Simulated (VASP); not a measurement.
# Si (I4/mmm) in VASP: a series of runs, part 2 of 2

VASP 6.6.1. The steps go on from the part before.

### Step 3. Single point, r2SCAN

This run uses another cell than the first one, of 21.28 Å³/atom.

POSCAR

```
Si
1.0
   -3.3273296539      3.3273296539      1.9218805228
    3.3273296539     -3.3273296539      1.9218805228
    3.3273296539      3.3273296539     -1.9218805228
Si
4
Direct
    0.1787531995      0.1787531995      0.3575063991
    0.8212468005      0.8212468005      0.6424936009
    0.1787531995      0.8212468005      0.0000000000
    0.8212468005      0.1787531995      0.0000000000
```

INCAR.step1

```
PREC = Accurate
ENCUT = 520
ISMEAR = 0
SIGMA = 0.05
LREAL = False
LASPH = True
NELM = 60
NBANDS = 16
GGA = PE
ALGO = Normal
EDIFF = 1E-4
LWAVE = True
LCHARG = False
```

INCAR.step2

```
PREC = Accurate
ENCUT = 520
EDIFF = 1E-6
ISMEAR = 0
SIGMA = 0.05
LREAL = False
LASPH = True
NELM = 60
ALGO = Normal
ISIF = 2
LWAVE = False
LCHARG = False
METAGGA = R2SCAN
LMIXTAU = True
NBANDS = 16
ISTART = 1
```

KPOINTS

```
Automatic mesh
0
Gamma
  10 10 10
```

Potentials or basis: VASP PAW PBE potentials, release 64 (Si).

On the command line:

```console
> cat potpaw_PBE.64/Si/POTCAR > POTCAR
> cp INCAR.step1 INCAR
> mpirun -np 1 vasp_std > vasp.out
> cp INCAR.step2 INCAR
> mpirun -np 1 vasp_std > vasp.out
```

Run time: 12 min. Hardware: 1 thread of Intel Xeon 8259CL, shared host; peak memory 0.3 GiB.

It converged, with:

* Free energy: -34.6301 eV
* Pressure: -0.2 GPa
* Largest force: 0.004 eV/Å
* Band gap on the k mesh: 0.50 eV (least direct gap 0.60 eV)

Forces in eV/Å, atoms in the order of the input:
```
Si   0.003  0.003  0.000
Si  -0.003 -0.003  0.000
Si  -0.003  0.003  0.000
Si   0.003 -0.003  0.000
```

Levels at points of the mesh, in eV from the valence-band top:
```
           k point  band 5  band 6  band 7  band 8  band 9  band 10  band 11  band 12
(0.00, 0.00, 0.00)   -3.94   -1.58   -1.58   -0.60    1.58     1.87     1.87     2.54
(0.50, 0.00, 0.00)   -4.56   -3.62   -2.51   -1.51    1.04     2.68     3.30     3.77
(0.50, 0.50, 0.00)   -2.99   -2.11   -1.95   -1.72    1.90     2.17     2.18     4.34
(0.50, 0.50, 0.50)   -3.10   -0.24    0.00    0.00    0.60     3.75     3.81     4.29
```

Caveat: the PAW data sets were made with another functional, which shifts forces and pressure a little. A k mesh can miss the band edges.

### Step 4. Single point, r2SCAN (20.00 Å³/atom)

This run uses another cell than the first one, of 20.00 Å³/atom.

POSCAR

```
Si
1.0
   -3.2529257169      3.2529257169      1.8901558220
    3.2529257169     -3.2529257169      1.8901558220
    3.2529257169      3.2529257169     -1.8901558220
Si
4
Direct
    0.1793147432      0.1793147432      0.3586294863
    0.8206852568      0.8206852568      0.6413705137
    0.1793147432      0.8206852568      0.0000000000
    0.8206852568      0.1793147432      0.0000000000
```

INCAR.step1

```
ALGO = Normal ; EDIFF = 1E-4
ENCUT = 520 ; GGA = PE
ISMEAR = 0 ; LASPH = T
LCHARG = F ; LREAL = F
LWAVE = T ; NBANDS = 16
NELM = 100 ; PREC = Accurate
SIGMA = 0.02
```

INCAR.step2

```
ALGO = Normal ; EDIFF = 1E-6
ENCUT = 520 ; ISIF = 2
ISMEAR = 0 ; ISTART = 1
LASPH = T ; LCHARG = F
LMIXTAU = T ; LREAL = F
LWAVE = F ; METAGGA = R2SCAN
NBANDS = 16 ; NELM = 100
PREC = Accurate ; SIGMA = 0.02
```

KPOINTS

```
k-points
0
Gamma
  10 10 10
```

On the command line:

```console
> cat potpaw_PBE.64/Si/POTCAR > POTCAR
> cp INCAR.step1 INCAR
> mpirun -np 1 vasp_std > vasp.out
> cp INCAR.step2 INCAR
> mpirun -np 1 vasp_std > vasp.out
```

It took 3.4 min on 1 thread of Intel Xeon 6975P-C (Granite Rapids), shared host; peak memory 0.29 GiB.

The run converged. Its results:

| Item | Value |
| --- | --- |
| Free energy | -34.5430 eV |
| Pressure | 6.0 GPa |
| Band gap on the k mesh | 0.29 eV (least direct gap 0.40 eV) |

Stress tensor (GPa, compression positive):
```
6.01 0.00 0.00
0.00 6.01 0.00
0.00 0.00 5.93
```

Levels at points of the mesh, in eV from the valence-band top:
| k point | band 6 | band 7 | band 8 | band 9 | band 10 | band 11 |
| --- | --- | --- | --- | --- | --- | --- |
| (0.00, 0.00, 0.00) | -1.77 | -1.77 | -0.68 | 1.44 | 1.96 | 1.96 |
| (0.50, 0.00, 0.00) | -3.88 | -2.73 | -1.62 | 0.88 | 2.73 | 3.27 |
| (0.50, 0.50, 0.00) | -2.34 | -2.12 | -1.93 | 1.81 | 2.03 | 2.18 |
| (0.50, 0.50, 0.50) | -0.35 | 0.00 | 0.00 | 0.40 | 3.85 | 4.18 |

Caveat: the cell stands under pressure; the PAW data sets were made with another functional, which shifts forces and pressure a little.

### Step 5. Single point, r2SCAN (20.64 Å³/atom)

This run uses another cell than the first one, of 20.64 Å³/atom.

POSCAR

```
Si
1.0
   -3.2904965714      3.2904965714      1.9061931110
    3.2904965714     -3.2904965714      1.9061931110
    3.2904965714      3.2904965714     -1.9061931110
Si
4
Direct
    0.1790295818      0.1790295818      0.3580591637
    0.8209704182      0.8209704182      0.6419408363
    0.1790295818      0.8209704182      0.0000000000
    0.8209704182      0.1790295818      0.0000000000
```

INCAR.step1

```
SYSTEM = Si
PREC     = Accurate       ! precision mode
ENCUT    = 520            ! plane-wave cutoff, eV
ISMEAR   = 0              ! smearing method
SIGMA    = 0.02           ! smearing width, eV
LREAL    = .False.        ! projectors in reciprocal space
LASPH    = .True.         ! aspherical terms in the spheres
NELM     = 100            ! most SCF steps
NBANDS   = 16             ! bands
GGA      = PE             ! functional
ALGO     = Normal         ! electronic algorithm
EDIFF    = 1E-4           ! SCF threshold, eV
LWAVE    = .True.         ! write WAVECAR
LCHARG   = .False.        ! write CHGCAR
```

INCAR.step2

```
SYSTEM = Si
PREC     = Accurate       ! precision mode
ENCUT    = 520            ! plane-wave cutoff, eV
EDIFF    = 1E-7           ! SCF threshold, eV
ISMEAR   = 0              ! smearing method
SIGMA    = 0.02           ! smearing width, eV
LREAL    = .False.        ! projectors in reciprocal space
LASPH    = .True.         ! aspherical terms in the spheres
NELM     = 100            ! most SCF steps
ALGO     = Normal         ! electronic algorithm
ISIF     = 2              ! what is computed and relaxed
LWAVE    = .False.        ! write WAVECAR
LCHARG   = .False.        ! write CHGCAR
METAGGA  = R2SCAN         ! meta-GGA
LMIXTAU  = .True.       
NBANDS   = 16             ! bands
ISTART   = 1
```

KPOINTS

```
regular mesh
0
Gamma
  10 10 10
  0 0 0
```

On the command line:

```console
> cat potpaw_PBE.64/Si/POTCAR > POTCAR
> cp INCAR.step1 INCAR
> mpirun -np 1 vasp_std > vasp.out
> cp INCAR.step2 INCAR
> mpirun -np 1 vasp_std > vasp.out
```

Wall time 3.7 min (1 thread of Intel Xeon 6975P-C (Granite Rapids), shared host); peak memory 0.3 GiB.

It converged, with:

```
Free energy            : -34.6111 eV
Pressure               : 2.7 GPa
Band gap on the k mesh : 0.40 eV (least direct gap 0.51 eV)
```

Levels at points of the mesh, in eV from the valence-band top:
```tsv
k point	band 5	band 6	band 7	band 8	band 9	band 10	band 11	band 12
(0.00, 0.00, 0.00)	-4.08	-1.67	-1.67	-0.64	1.51	1.92	1.92	2.49
(0.50, 0.00, 0.00)	-4.73	-3.75	-2.62	-1.57	0.96	2.71	3.28	3.75
(0.50, 0.50, 0.00)	-3.11	-2.22	-2.03	-1.82	1.86	2.10	2.18	4.41
(0.50, 0.50, 0.50)	-3.24	-0.29	0.00	0.00	0.51	3.80	4.11	4.35
```

Caveat: the PAW data sets were made with another functional, which shifts forces and pressure a little. A k mesh can miss the band edges.

### Step 6. Single point, r2SCAN (21.92 Å³/atom)

This run uses another cell than the first one, of 21.92 Å³/atom.

POSCAR

```
Si
1.0
   -3.3622996624      3.3622996624      1.9385742393
    3.3622996624     -3.3622996624      1.9385742393
    3.3622996624      3.3622996624     -1.9385742393
Si
4
Direct
    0.1785513464      0.1785513464      0.3571026927
    0.8214486536      0.8214486536      0.6428973073
    0.1785513464      0.8214486536      0.0000000000
    0.8214486536      0.1785513464      0.0000000000
```

INCAR.step1

```
SYSTEM = Si
PREC = Accurate
ENCUT = 520
ISMEAR = 0
SIGMA = 0.02
LREAL = .FALSE.
LASPH = .TRUE.
NELM = 80
NBANDS = 16
GGA = PE
ALGO = Normal
EDIFF = 1E-4
LWAVE = .TRUE.
LCHARG = .FALSE.
```

INCAR.step2

```
SYSTEM = Si
PREC = Accurate
ENCUT = 520
EDIFF = 1E-7
ISMEAR = 0
SIGMA = 0.02
LREAL = .FALSE.
LASPH = .TRUE.
NELM = 80
ALGO = Normal
ISIF = 2
LWAVE = .FALSE.
LCHARG = .FALSE.
METAGGA = R2SCAN
LMIXTAU = .TRUE.
NBANDS = 16
ISTART = 1
```

KPOINTS

```
Automatic mesh
0
G
  10 10 10
  0 0 0
```

Potentials or basis: VASP PAW PBE potentials, release 64 (Si).

On the command line:

```console
> cat potpaw_PBE.64/Si/POTCAR > POTCAR
> cp INCAR.step1 INCAR
> mpirun -np 1 vasp_std > vasp.out
> cp INCAR.step2 INCAR
> mpirun -np 1 vasp_std > vasp.out
```

It took 3.9 min on 1 thread of Intel Xeon 6975P-C (Granite Rapids), shared host; peak memory 0.3 GiB.

Results (log left out):

```
Free energy            : -34.6069 eV
Pressure               : -2.6 GPa
Band gap on the k mesh : 0.58 eV (least direct gap 0.67 eV)
```

Levels at points of the mesh, in eV from the valence-band top:
```
           k point  band 6  band 7  band 8  band 9  band 10  band 11
(0.00, 0.00, 0.00)   -1.50   -1.50   -0.56    1.63     1.82     1.82
(0.50, 0.00, 0.00)   -3.50   -2.42   -1.47    1.10     2.65     3.31
(0.50, 0.50, 0.00)   -2.02   -1.87   -1.63    1.92     2.17     2.21
(0.50, 0.50, 0.50)   -0.20    0.00    0.00    0.67     3.47     3.71
```

Caveat: the PAW data sets were made with another functional, which shifts forces and pressure a little. A k mesh can miss the band edges.

### Step 7. Single point, r2SCAN (22.55 Å³/atom)

POSCAR

```
Si
1.0
   -3.3966593607      3.3966593607      1.9548791813
    3.3966593607     -3.3966593607      1.9548791813
    3.3966593607      3.3966593607     -1.9548791813
Si
4
Direct
    0.1783412669      0.1783412669      0.3566825338
    0.8216587331      0.8216587331      0.6433174662
    0.1783412669      0.8216587331      0.0000000000
    0.8216587331      0.1783412669      0.0000000000
```

INCAR.step1

```
SYSTEM = Si
  ALGO = Normal
  EDIFF = 1E-4
  ENCUT = 520
  GGA = PE
  ISMEAR = 0
  LASPH = .True.
  LCHARG = .False.
  LREAL = .False.
  LWAVE = .True.
  NBANDS = 16
  NELM = 100
  PREC = Accurate
  SIGMA = 0.02
```

INCAR.step2

```
SYSTEM = Si
  ALGO = Normal
  EDIFF = 1E-7
  ENCUT = 520
  ISIF = 2
  ISMEAR = 0
  ISTART = 1
  LASPH = .True.
  LCHARG = .False.
  LMIXTAU = .True.
  LREAL = .False.
  LWAVE = .False.
  METAGGA = R2SCAN
  NBANDS = 16
  NELM = 100
  PREC = Accurate
  SIGMA = 0.02
```

KPOINTS

```
k-points
0
Gamma
  10 10 10
  0 0 0
```

On the command line:

```console
> cat potpaw_PBE.64/Si/POTCAR > POTCAR
> cp INCAR.step1 INCAR
> mpirun -np 1 vasp_std > vasp.out
> cp INCAR.step2 INCAR
> mpirun -np 1 vasp_std > vasp.out
```

Run time: 4 min. Hardware: 1 thread of Intel Xeon 6975P-C (Granite Rapids), shared host; peak memory 0.31 GiB.

The run converged. Its results:

| Quantity | Value |
| --- | --- |
| Free energy | -34.5477 eV |
| Pressure | -4.7 GPa |
| Band gap on the k mesh | 0.65 eV (least direct gap 0.73 eV) |

Levels at points of the mesh, in eV from the valence-band top:
```
           k point  band 5  band 6  band 7  band 8  band 9  band 10  band 11  band 12
(0.00, 0.00, 0.00)   -3.69   -1.43   -1.43   -0.53    1.68     1.76     1.76     2.60
(0.50, 0.00, 0.00)   -4.28   -3.39   -2.32   -1.42    1.16     2.61     3.32     3.79
(0.50, 0.50, 0.00)   -2.77   -1.93   -1.80   -1.55    1.92     2.16     2.25     4.22
(0.50, 0.50, 0.50)   -2.86   -0.16    0.00    0.00    0.73     3.13     3.67     4.28
```

Caveat: the cell stands under tension; the PAW data sets were made with another functional, which shifts forces and pressure a little. A k mesh can miss the band edges.

### Step 8. The runs side by side

```tsv
task	cell	cutoff (eV)	smearing	gap on the mesh (eV)	pressure (GPa)
relaxation of shape and atoms at fixed volume	relaxed from a = 5.184 Å, angles 98.2, 98.2, 135.6°, 4 atoms, atomic positions A	600	gaussian 0.02 eV	0.65	-4.7
single point	a = 5.083 Å, angles 98.2, 98.2, 135.6°, 4 atoms, atomic positions A	520	gaussian 0.05 eV	0.50	-0.2
single point	a = 4.974 Å, angles 98.3, 98.3, 135.3°, 4 atoms, atomic positions B	520	gaussian 0.02 eV	0.29	6.0
single point	a = 5.029 Å, angles 98.3, 98.3, 135.4°, 4 atoms, atomic positions A	520	gaussian 0.02 eV	0.40	2.7
single point	a = 5.135 Å, angles 98.2, 98.2, 135.6°, 4 atoms, atomic positions A	520	gaussian 0.02 eV	0.58	-2.6
single point	a = 5.186 Å, angles 98.2, 98.2, 135.7°, 4 atoms, atomic positions A	520	gaussian 0.02 eV	0.65	-4.7
```

Alike in all rows: level r2SCAN; potentials or basis VASP PAW PBE potentials, release 64 (Si); no spin polarisation; k mesh 10 × 10 × 10.

Caveats: the PAW data sets were made with another functional, which shifts forces and pressure a little; the cell stands under pressure (at least some runs); the cell stands under tension (at least some runs).

Total energies depend on the potentials used, so only differences within one code and one set of settings carry meaning.
